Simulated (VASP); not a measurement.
# MgO (Fm-3m) in VASP: a series of runs, part 2 of 2

VASP 6.6.1. Earlier steps stand in the parts before.

### Step 6. Single point, PBEsol

Input file INCAR:

```
SYSTEM = MgO
PREC = Accurate ; ENCUT = 600
EDIFF = 1E-6 ; ISMEAR = 0
SIGMA = 0.01 ; LREAL = .FALSE.
LASPH = .TRUE. ; NELM = 120
ALGO = Normal ; ISIF = 2
LWAVE = .FALSE. ; LCHARG = .FALSE.
GGA = PS ; NBANDS = 11
GGA_COMPAT = .FALSE.
```

Input file KPOINTS:

```
regular mesh
0
G
  8 8 8
  0 0 0
```

Input file POSCAR:

```
MgO
1.0
    0.0000000000      2.1021680256      2.1021680256
    2.1021680256      0.0000000000      2.1021680256
    2.1021680256      2.1021680256      0.0000000000
Mg O
1 1
Direct
    0.0000000000      0.0000000000      0.0000000000
    0.5000000000      0.5000000000      0.5000000000
```

Potentials or basis: VASP PAW PBE potentials, release 64 (Mg, O).

Launch:

```console
$ cat potpaw_PBE.64/Mg/POTCAR potpaw_PBE.64/O/POTCAR > POTCAR
$ mpirun -np 1 vasp_std > vasp.out
```

OUTCAR:

```text
SYSTEM = MgO
   PREC = Accurate
   ENCUT = 600
   EDIFF = 1E-6
   ISMEAR = 0
   LREAL = .FALSE.
   LASPH = .TRUE.
   NELM = 120
   ISIF = 2
   GGA = PS

 ion  position               nearest neighbor table
   1  0.000  0.000  0.000-   2 2.10   2 2.10   2 2.10   2 2.10   2 2.10   2 2.10
   2  0.500  0.500  0.500-   1 2.10   1 2.10   1 2.10   1 2.10   1 2.10   1 2.10

  LATTYP: Found a face centered cubic cell.
 ALAT       =     4.2043360512

  Lattice vectors:

 A1 = (   0.0000000000,   2.1021680256,   2.1021680256)
 A2 = (   2.1021680256,   0.0000000000,   2.1021680256)
 A3 = (   2.1021680256,   2.1021680256,   0.0000000000)

Analysis of symmetry for initial positions (statically):
=====================================================================
 Subroutine PRICEL returns:
 Original cell was already a primitive cell.

 Routine SETGRP: Setting up the symmetry group for a
 face centered cubic supercell.

 Subroutine GETGRP returns: Found 48 space group operations
 (whereof 48 operations were pure point group operations)
 out of a pool of 48 trial point group operations.

The static configuration has the point symmetry O_h .

Analysis of symmetry for dynamics (positions and initial velocities):
[... 163 lines left out ...]
 fundamental gap:      4.6889622470
 Fermi energy:         3.1662961399

 k-point     1 :       0.0000    0.0000    0.0000
  band No.  band energies     occupation
      1     -14.1267      2.00000
      2       3.1070      2.00000
      3       3.1070      2.00000
      4       3.1070      2.00000
      5       7.7959      0.00000
      6      18.7716      0.00000
      7      18.7716      0.00000
      8      18.7716      0.00000
      9      22.6282      0.00000
     10      24.5187      0.00000
     11      24.5187      0.00000
[... 309 lines left out ...]
 k-point    24 :      -0.3750    0.2500    0.1250
  band No.  band energies     occupation
      1     -12.6430      2.00000
      2      -0.9726      2.00000
      3       1.1266      2.00000
      4       2.0984      2.00000
      5      12.6772      0.00000
      6      15.2382      0.00000
      7      16.5464      0.00000
      8      19.9457      0.00000
      9      23.5488      0.00000
     10      25.1068      0.00000
     11      29.2181      0.00000

 [... further k-points ...]
[... 5 lines left out ...]
  --------------------------------------------------------------------------------------
  -------------------------------------------------------------------------------------
  Total        0.0463013      0.0463013      0.0463013     -0.0000000      0.0000000     -0.0000000
  in kB        3.9927452      3.9927452      3.9927452     -0.0000000      0.0000000     -0.0000000
  external PRESSURE =       3.9927452 kB  Pullay stress =       0.0000000 kB

 VOLUME and BASIS-vectors are now :
 -----------------------------------------------------------------------------
  energy-cutoff  :      600.00
  volume of cell :       18.58
      direct lattice vectors                 reciprocal lattice vectors
     0.000000000  2.102168026  2.102168026    -0.237849684  0.237849684  0.237849684
     2.102168026  0.000000000  2.102168026     0.237849684 -0.237849684  0.237849684
     2.102168026  2.102168026  0.000000000     0.237849684  0.237849684 -0.237849684

 POSITION                                       TOTAL-FORCE (eV/Angst)
 -----------------------------------------------------------------------------------
      0.00000      0.00000      0.00000         0.000000      0.000000      0.000000
      2.10217      2.10217      2.10217         0.000000      0.000000      0.000000
 -----------------------------------------------------------------------------------
    total drift:                               -0.000000     -0.000000      0.000000

  FREE ENERGIE OF THE ION-ELECTRON SYSTEM (eV)
  ---------------------------------------------------
  free  energy   TOTEN  =       -12.5152096643 eV

  energy  without entropy=      -12.5152096643  energy(sigma->0) =      -12.51520966
```

OSZICAR:

```text
N       E                     dE             d eps       ncg     rms          rms(c)
DAV:   1     0.184406773212E+02    0.18441E+02   -0.48358E+03   694   0.720E+02
DAV:   2    -0.131019693893E+02   -0.31543E+02   -0.30597E+02   698   0.147E+02
DAV:   3    -0.138986051448E+02   -0.79664E+00   -0.79612E+00   776   0.208E+01
DAV:   4    -0.139005995397E+02   -0.19944E-02   -0.19944E-02   674   0.118E+00
DAV:   5    -0.139006060014E+02   -0.64617E-05   -0.64617E-05   752   0.655E-02    0.667E+00
DAV:   6    -0.125518165690E+02    0.13488E+01   -0.75937E+00   668   0.151E+01    0.219E+00
DAV:   7    -0.125289493452E+02    0.22867E-01   -0.47762E-02   698   0.206E+00    0.130E+00
DAV:   8    -0.125155789111E+02    0.13370E-01   -0.23592E-02   671   0.175E+00    0.221E-01
DAV:   9    -0.125152947861E+02    0.28413E-03   -0.34754E-04   719   0.133E-01    0.140E-01
DAV:  10    -0.125152077635E+02    0.87023E-04   -0.43704E-04   719   0.160E-01    0.504E-03
DAV:  11    -0.125152091982E+02   -0.14347E-05   -0.43148E-06   692   0.149E-02    0.338E-03
DAV:  12    -0.125152096643E+02   -0.46609E-06   -0.92327E-08   364   0.327E-03
   1 F= -.12515210E+02 E0= -.12515210E+02  d E =-.170224E-19
```

stdout:

```text
POSCAR found type information on POSCAR MgO
 POSCAR found :  2 types and       2 ions
 scaLAPACK will be used
 -----------------------------------------------------------------------------
|                                                                             |
|                                                                             |
|     You enforced a specific xc type in the INCAR file but a different       |
|     I HOPE YOU KNOW WHAT YOU ARE DOING!                                     |
|                                                                             |
 -----------------------------------------------------------------------------

 LDA part: xc-table for (Slater+PW92), standard interpolation
 POSCAR, INCAR and KPOINTS ok, starting setup
 FFT: planning ... GRIDC
 FFT: planning ... GRID_SOFT
 FFT: planning ... GRID
 WAVECAR not read
 entering main loop
```

It took 20 s on 1 thread of AMD EPYC 7R43 (Zen 3), shared host; peak memory 0.11 GiB.

What came out:

| Item | Value |
| --- | --- |
| Free energy | -12.5152 eV |
| Pressure | 0.4 GPa |
| Band gap on the k mesh | 4.69 eV |

Caveat: the PAW data sets were made with another functional, which shifts forces and pressure a little.

### Step 7. Overview

| level | k mesh | smearing | gap on the mesh (eV) | pressure (GPa) |
| --- | --- | --- | --- | --- |
| PBEsol | 4 × 4 × 4 | gaussian 0.01 eV | 4.68 | 0.4 |
| PBE | 4 × 4 × 4 | gaussian 0.01 eV | 4.77 | 4.7 |
| PBEsol | 5 × 5 × 5 | gaussian 0.01 eV | 4.69 | 0.4 |
| PBEsol | 8 × 8 × 8 | fermi-dirac 0.5 eV | 4.69 | 0.5 |
| PBEsol | 8 × 8 × 8 | gaussian 0.01 eV | 4.69 | 0.4 |

Alike in all rows: task single point; potentials or basis VASP PAW PBE potentials, release 64 (Mg, O); no spin polarisation; cell as given; cutoff (eV) 600.

Caveats: some runs use coarse meshes; the PAW data sets were made with another functional, which shifts forces and pressure a little (at least some runs); so wide a smearing shifts energies and pressures (at least some runs).

Total energies depend on the potentials used, so only differences within one code and one set of settings carry meaning.

### Step 8. How close it comes

Step 5. A measured gap of MgO is 7.83 eV (quoted in “Electronic structure of alkaline earth and post-transition metal oxides”, 2009, arxiv:0908.1581); the calculated 4.69 eV misses it by -3.14 eV. The value is that of PBEsol, without temperature or zero-point motion. Semilocal functionals fall short of measured gaps as a rule.

Step 6. A measured gap of MgO is 7.83 eV (quoted in “Electronic structure of alkaline earth and post-transition metal oxides”, 2009, arxiv:0908.1581); the calculated 4.69 eV misses it by -3.14 eV. The value is that of PBEsol, without temperature or zero-point motion. Semilocal functionals fall short of measured gaps as a rule.
